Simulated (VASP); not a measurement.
# Ge (I4_1/amd) in VASP: a series of runs

The runs below take Ge through single point, with LDA.

Program: VASP 6.6.1. These are calculated values, not measurements. Logs are shortened: lines on timing, memory, paths and dates and some standing lists are left out, and cuts for length are marked.

## Step 1: The cell of the first run

The structure is tetragonal, space group I4_1/amd (No. 141). The conventional cell has a = 4.040 Å, b = 4.040 Å, c = 5.658 Å, α = 90.00°, β = 90.00°, γ = 90.00°. Ge (site symmetry -4m2) has 4 Ge at 2.47 Å within 3.3 Å.

## Step 2: Single point, LDA (equal xx and yy strain of +1 %)

INCAR reads:

```
SYSTEM = Ge
PREC = Accurate ; ENCUT = 520
EDIFF = 1E-7 ; ISMEAR = -1
SIGMA = 0.05 ; LREAL = .False.
LASPH = .True. ; NELM = 100
ALGO = Normal ; ISIF = 2
LWAVE = .False. ; LCHARG = .True.
GGA = CA ; LELF = .True.
LVHAR = .True. ; NBANDS = 21
```

KPOINTS reads:

```
regular mesh
0
Gamma
  10 10 10
  0 0 0
```

POSCAR reads:

```
Ge
1.0
    0.0000000000      2.8570577000      2.8287700000
    2.8570577000      0.0000000000      2.8287700000
    2.8570577000      2.8570577000      0.0000000000
Ge
2
Direct
    0.5000000000      0.5000000000      0.5000000000
    0.7500000000      0.7500000000      0.7500000000
```

Potentials or basis: VASP PAW LDA potentials, release 64 (Ge_d).

The run is started by

```console
> cat potpaw_LDA.64/Ge_d/POTCAR > POTCAR
> mpirun -np 1 vasp_std > vasp.out
```

OUTCAR:

```text
SYSTEM = Ge
   PREC = Accurate
   ENCUT = 520
   EDIFF = 1E-7
   ISMEAR = -1
   LREAL = .False.
   LASPH = .True.
   NELM = 100
   ISIF = 2
   GGA = CA

 ion  position               nearest neighbor table
   1  0.500  0.500  0.500-   2 2.47   2 2.47   2 2.47   2 2.47
   2  0.750  0.750  0.750-   1 2.47   1 2.47   1 2.47   1 2.47

  LATTYP: Found a body centered tetragonal cell.
 ALAT       =     4.0404897478
 C/A-ratio  =     1.4002114479

  Lattice vectors:

 A1 = (   0.0000000000,  -2.8570577000,  -2.8287700000)
 A2 = (   0.0000000000,   2.8570577000,  -2.8287700000)
 A3 = (   2.8570577000,   0.0000000000,   2.8287700000)

Analysis of symmetry for initial positions (statically):
=====================================================================
 Subroutine PRICEL returns:
 Original cell was already a primitive cell.

 Routine SETGRP: Setting up the symmetry group for a
 body centered tetragonal supercell.

 Subroutine GETGRP returns: Found 16 space group operations
 (whereof  8 operations were pure point group operations)
 out of a pool of 16 trial point group operations.

The static configuration has the point symmetry D_2d.
 The point group associated with its full space group is D_4h.

Analysis of symmetry for dynamics (positions and initial velocities):
=====================================================================
 Subroutine PRICEL returns:
 Original cell was already a primitive cell.

 Routine SETGRP: Setting up the symmetry group for a
 body centered tetragonal supercell.

 Subroutine GETGRP returns: Found 16 space group operations
 (whereof  8 operations were pure point group operations)
 out of a pool of 16 trial point group operations.

The dynamic configuration has the point symmetry D_2d.
 The point group associated with its full space group is D_4h.

 Subroutine INISYM returns: Found 16 space group operations
 (whereof  8 operations are pure point group operations),
 and found     1 'primitive' translations

----------------------------------------------------------------------------------------

                                     Primitive cell

  volume of cell :      46.1812

  direct lattice vectors                    reciprocal lattice vectors
     0.000000000  2.857057700  2.828770000    -0.175005216  0.175005216  0.176755268
     2.857057700  0.000000000  2.828770000     0.175005216 -0.175005216  0.176755268
     2.857057700  2.857057700  0.000000000     0.175005216  0.175005216 -0.176755268

  length of vectors
     4.020537080  4.020537080  4.040489748     0.304131676  0.304131676  0.304131676

  position of ions in fractional coordinates (direct lattice)
     0.500000000  0.500000000  0.500000000
     0.750000000  0.750000000  0.750000000

  ion indices of the primitive-cell ions
   primitive index   ion index
                 1           1
                 2           2

----------------------------------------------------------------------------------------

 KPOINTS: regular mesh

Automatic generation of k-mesh.
 Grid dimensions read from file:
 generate k-points for:   10   10   10

 Generating k-lattice:

  Cartesian coordinates                     Fractional coordinates (reciprocal lattice)
    -0.017500522  0.017500522  0.017675527     0.100000000 -0.000000000  0.000000000
     0.017500522 -0.017500522  0.017675527    -0.000000000  0.100000000  0.000000000
     0.017500522  0.017500522 -0.017675527     0.000000000  0.000000000  0.100000000

  Length of vectors
     0.030413168  0.030413168  0.030413168

  Shift w.r.t. Gamma in fractional coordinates (k-lattice)
     0.000000000  0.000000000  0.000000000

 Subroutine IBZKPT returns following result:
 ===========================================

 Found    102 irreducible k-points:

 Following reciprocal coordinates:
            Coordinates               Weight
  0.000000  0.000000  0.000000      1.000000
  0.100000 -0.000000  0.000000      8.000000
  0.200000 -0.000000  0.000000      8.000000
  0.300000  0.000000  0.000000      8.000000
  0.400000  0.000000  0.000000      8.000000
  0.500000  0.000000  0.000000      4.000000
[... 16 lines left out ...]
  0.300000  0.300000  0.000000      2.000000
  0.400000  0.300000  0.000000      8.000000
 [... further k-points ...]
   k-points           NKPTS =    102   k-points in BZ     NKDIM =    102   number of bands    NBANDS=     21
   number of dos      NEDOS =    301   number of ions     NIONS =      2
   total plane-waves  NPLWV =  27000
   dimension x,y,z NGX =    30 NGY =   30 NGZ =   30
   dimension x,y,z NGXF=    60 NGYF=   60 NGZF=   60
   ions per type =               2
   NGX,Y,Z   is equivalent  to a cutoff of  12.40, 12.40, 12.34 a.u.
   NGXF,Y,Z  is equivalent  to a cutoff of  24.81, 24.81, 24.69 a.u.
 SYSTEM =  Ge
   PREC   = accura    normal or accurate (medium, high low for compatibility)
   ISTART =      0    job   : 0-new  1-cont  2-samecut
   ICHARG =      2    charge: 1-file 2-atom 10-const
   ISPIN  =      1    spin polarized calculation?
   LNONCOLLINEAR =      F non collinear calculations
   LSORBIT =      F    spin-orbit coupling
   LASPH  =      T    aspherical Exc in radial PAW
   ENCUT  =  520.0 eV  38.22 Ry    6.18 a.u.   7.48  7.48  7.51*2*pi/ulx,y,z
   NELM   =    100;   NELMIN=  2; NELMDL= -5     # of ELM steps
   EDIFF  = 0.1E-06   stopping-criterion for ELM
   LREAL  =      F    real-space projection
   EDIFFG = 0.1E-05   stopping-criterion for IOM
   NSW    =      0    number of steps for IOM
   IBRION =     -1    ionic relax: 0-MD 1-quasi-New 2-CG
   NFREE  =      0    steps in history (QN), initial steepest desc. (CG)
   ISIF   =      2    stress and relaxation
   ISYM   =      2    0-nonsym 1-usesym 2-fastsym
   POTIM  = 0.5000    time-step for ionic-motion
   TEBEG  =    0.0;   TEEND  =   0.0 temperature during run
   PSTRESS=    0.0 pullay stress
   NELECT =      28.0000    total number of electrons
   NUPDOWN=      -1.0000    fix difference up-down
   EMIN   =  10.00;   EMAX   =-10.00  energy-range for DOS
   EFERMI =   0.00;   METHOD = LEGACY
   ISMEAR =    -1;   SIGMA  =   0.05  broadening in eV -4-tet -1-fermi 0-gaus
   EFERMI_NEDOS =   21; number of points for ismear=-14 and -15
   IALGO  =     38    algorithm
   IMIX   =      4    mixing-type and parameters
     AMIX     =   0.40;   BMIX     =  1.00
     AMIX_MAG =   1.60;   BMIX_MAG =  1.00
  volume/ion in A,a.u.               =      23.09       155.82
  Fermi-wavevector in a.u.,A,eV,Ry     =   1.385603  2.618411 26.121783  1.919897
  Thomas-Fermi vector in A             =   2.509998
   LORBIT       =      0    0 simple, 1 ext, 2 COOP (PROOUT), +10 PAW based schemes
   GGA     = CA    functional components
   LHFCALC =     F    Hartree Fock is set to
   AEXX    =    0.0000 exact exchange contribution
   IVDW    =     0    specifies the selected vdW correction
   LEPSILON=     F    determine dielectric tensor
   LRPA    =     F    only Hartree local field effects (RPA)
 non-spin polarized calculation
  energy-cutoff  :      520.00
  volume of cell :       46.18
 maximum number of plane-waves:      1266
 NGX is ok and might be reduce to    30
   NGX = 15   NGY = 15   NGZ = 15

 number of electron      28.0000008 magnetization

 Free energy of the ion-electron system (eV)
  ---------------------------------------------------
  ext. energy  EPLUGINS =         0.00000000
  ---------------------------------------------------
  free energy    TOTEN  =       -10.37547633 eV

  energy without entropy =      -10.37452231  energy(sigma->0) =      -10.37499932

 E-fermi :   4.4921     XC(G=0): -10.1957

 val. band max:        4.3348422786   @ k =   0.1000  -0.0000   0.0000
 cond. band min:       4.5079167844   @ k =   0.0000   0.0000   0.0000
 fundamental gap:      0.1730745058
 Fermi energy:         4.4921131621

 k-point     1 :       0.0000    0.0000    0.0000
  band No.  band energies     occupation
      1     -20.3812      2.00000
      2     -20.3789      2.00000
      3     -20.3789      2.00000
      4     -20.3448      2.00000
      5     -20.3440      2.00000
      6     -20.1457      2.00000
[... 13 lines left out ...]
     20      13.9295      0.00000
     21      14.1226      0.00000

 k-point     2 :       0.1000   -0.0000    0.0000
  band No.  band energies     occupation
      1     -20.3859      2.00000
      2     -20.3843      2.00000
      3     -20.3780      2.00000
      4     -20.3373      2.00000
      5     -20.3367      2.00000
      6     -20.1534      2.00000
[... 13 lines left out ...]
     20      13.2130      0.00000
     21      13.3563      0.00000

 k-point     3 :       0.2000   -0.0000    0.0000
  band No.  band energies     occupation
      1     -20.3944      2.00000
      2     -20.3926      2.00000
      3     -20.3740      2.00000
      4     -20.3238      2.00000
      5     -20.3234      2.00000
      6     -20.1653      2.00000
[... 13 lines left out ...]
     20      12.7338      0.00000
     21      12.8239      0.00000

 k-point     4 :       0.3000    0.0000    0.0000
  band No.  band energies     occupation
      1     -20.4005      2.00000
      2     -20.3983      2.00000
      3     -20.3687      2.00000
      4     -20.3126      2.00000
      5     -20.3124      2.00000
      6     -20.1740      2.00000
[... 13 lines left out ...]
     20      13.1270      0.00000
     21      13.1398      0.00000

 k-point     5 :       0.4000    0.0000    0.0000
  band No.  band energies     occupation
      1     -20.4035      2.00000
      2     -20.4010      2.00000
      3     -20.3644      2.00000
      4     -20.3064      2.00000
      5     -20.3064      2.00000
      6     -20.1782      2.00000
[... 13 lines left out ...]
     20      14.3026      0.00000
     21      14.3536      0.00000

 k-point     6 :       0.5000    0.0000    0.0000
  band No.  band energies     occupation
      1     -20.4043      2.00000
      2     -20.4017      2.00000
      3     -20.3627      2.00000
      4     -20.3047      2.00000
      5     -20.3046      2.00000
      6     -20.1793      2.00000
[... 13 lines left out ...]
     20      15.2001      0.00000
     21      15.5644      0.00000

 k-point     7 :       0.1000    0.1000    0.0000
  band No.  band energies     occupation
      1     -20.3856      2.00000
      2     -20.3824      2.00000
      3     -20.3824      2.00000
      4     -20.3394      2.00000
      5     -20.3297      2.00000
      6     -20.1668      2.00000
[... 13 lines left out ...]
     20      12.4334      0.00000
     21      14.0999      0.00000
[... 291 lines left out ...]
      1     -20.4228      2.00000
      2     -20.4087      2.00000
      3     -20.3356      2.00000
      4     -20.2891      2.00000
      5     -20.2791      2.00000
      6     -20.2065      2.00000
[... 13 lines left out ...]
     20      13.8384      0.00000
     21      15.2282      0.00000

 k-point    21 :      -0.3000    0.2000    0.0000
  band No.  band energies     occupation
      1     -20.4183      2.00000
      2     -20.4093      2.00000
      3     -20.3397      2.00000
      4     -20.3034      2.00000
      5     -20.2799      2.00000
      6     -20.2045      2.00000
[... 13 lines left out ...]
     20      13.6128      0.00000
     21      15.7109      0.00000

 k-point    22 :      -0.2000    0.2000    0.0000
  band No.  band energies     occupation
      1     -20.4088      2.00000
      2     -20.4065      2.00000
      3     -20.3545      2.00000
      4     -20.3131      2.00000
      5     -20.2919      2.00000
      6     -20.1959      2.00000
[... 13 lines left out ...]
     20      14.1624      0.00000
     21      14.6745      0.00000

 k-point    23 :       0.3000    0.3000    0.0000
  band No.  band energies     occupation
      1     -20.4005      2.00000
      2     -20.4005      2.00000
      3     -20.3784      2.00000
      4     -20.2992      2.00000
      5     -20.2618      2.00000
      6     -20.2463      2.00000
[... 13 lines left out ...]
     20      15.4667      0.00000
     21      15.5084      0.00000

 k-point    24 :       0.4000    0.3000    0.0000
  band No.  band energies     occupation
      1     -20.4105      2.00000
      2     -20.4048      2.00000
      3     -20.3622      2.00000
      4     -20.2847      2.00000
      5     -20.2630      2.00000
      6     -20.2457      2.00000
[... 13 lines left out ...]
     20      15.9526      0.00000
     21      16.2074      0.00000

 [... further k-points ...]
[... 5 lines left out ...]
  --------------------------------------------------------------------------------------
  -------------------------------------------------------------------------------------
  Total       -0.7501640     -0.7501640     -0.5505250      0.0000000      0.0000000     -0.0000000
  in kB      -26.0256242    -26.0256242    -19.0994972      0.0000000      0.0000000     -0.0000000
  external PRESSURE =     -23.7169152 kB  Pullay stress =       0.0000000 kB

 VOLUME and BASIS-vectors are now :
 -----------------------------------------------------------------------------
  energy-cutoff  :      520.00
  volume of cell :       46.18
      direct lattice vectors                 reciprocal lattice vectors
     0.000000000  2.857057700  2.828770000    -0.175005216  0.175005216  0.176755268
     2.857057700  0.000000000  2.828770000     0.175005216 -0.175005216  0.176755268
     2.857057700  2.857057700  0.000000000     0.175005216  0.175005216 -0.176755268

 POSITION                                       TOTAL-FORCE (eV/Angst)
 -----------------------------------------------------------------------------------
      2.85706      2.85706      2.82877         0.000000      0.000000      0.000000
      4.28559      4.28559      4.24315        -0.000000     -0.000000      0.000000
 -----------------------------------------------------------------------------------
    total drift:                                0.000000     -0.000000     -0.000000

  FREE ENERGIE OF THE ION-ELECTRON SYSTEM (eV)
  ---------------------------------------------------
  free  energy   TOTEN  =       -10.3754763266 eV

  energy  without entropy=      -10.3745223147  energy(sigma->0) =      -10.37499932
```

Wall time 67 s (1 thread of Intel Xeon Platinum 8259CL at 2.50GHz (Skylake/Cascade Lake), shared host); peak memory 0.2 GiB.

What came out:

| Quantity | Value |
| --- | --- |
| Free energy | -10.3755 eV |
| Pressure | -2.4 GPa |

Caveat: the cell differs from its parent crystal (equal xx and yy strain of +1 %).

## Step 3: Single point, LDA (equal xx and yy strain of +3 %)

INCAR reads:

```
SYSTEM = Ge
PREC     = Accurate       ! precision mode
ENCUT    = 520            ! plane-wave cutoff, eV
EDIFF    = 1E-6           ! SCF threshold, eV
ISMEAR   = -1             ! smearing method
SIGMA    = 0.05           ! smearing width, eV
LREAL    = .FALSE.        ! projectors in reciprocal space
LASPH    = .TRUE.         ! aspherical terms in the spheres
NELM     = 80             ! most SCF steps
ALGO     = Normal         ! electronic algorithm
ISIF     = 2              ! what is computed and relaxed
LWAVE    = .FALSE.        ! write WAVECAR
LCHARG   = .FALSE.        ! write CHGCAR
NBANDS   = 21             ! bands
```

KPOINTS reads:

```
regular mesh
0
G
  10 10 10
  0 0 0
```

POSCAR reads:

```
Ge
1.0
    0.0000000000      2.9136331000      2.8287700000
    2.9136331000      0.0000000000      2.8287700000
    2.9136331000      2.9136331000      0.0000000000
Ge
2
Direct
    0.5000000000      0.5000000000      0.5000000000
    0.7500000000      0.7500000000      0.7500000000
```

Potentials or basis: VASP PAW LDA potentials, release 64 (Ge_d).

The run is started by

```console
> cat potpaw_LDA.64/Ge_d/POTCAR > POTCAR
> mpirun -np 1 vasp_std > vasp.out
```

It took 66 s on 1 thread of Intel Xeon Platinum 8259CL at 2.50GHz (Skylake/Cascade Lake), shared host; peak memory 0.2 GiB.

The run converged. Its results:

```
Free energy            : -10.3303 eV
Pressure               : -4.5 GPa
Band gap on the k mesh : zero (bands 14 and 15 overlap by 0.05 eV)
```

Stress tensor (GPa, compression positive):
```
-5.13  0.00  0.00
 0.00 -5.13  0.00
 0.00  0.00 -3.24
```

Levels at points of the mesh, in eV from the Fermi level:
```
           k point  band 10  band 11  band 12  band 13  band 14  band 15  band 16  band 17  band 18  band 19
(0.00, 0.00, 0.00)   -24.55   -12.28    -0.58     0.02     0.02     0.23     2.50     2.64     2.64     6.15
(0.50, 0.00, 0.00)   -24.52   -10.33    -7.29    -1.35    -1.10    -0.03     3.69     3.87     7.03    10.06
(0.50, 0.50, 0.00)   -24.52    -8.54    -8.54    -2.91    -2.91     0.68     0.68     9.04     9.04    11.01
(0.50, 0.00, 0.50)   -24.51    -8.66    -8.66    -2.72    -2.72     0.90     0.90     8.96     8.96    10.86
```

Caveat: the cell differs from its parent crystal (equal xx and yy strain of +3 %); the cell stands under tension; semilocal functionals underestimate gaps, so a narrow gap can read as zero.
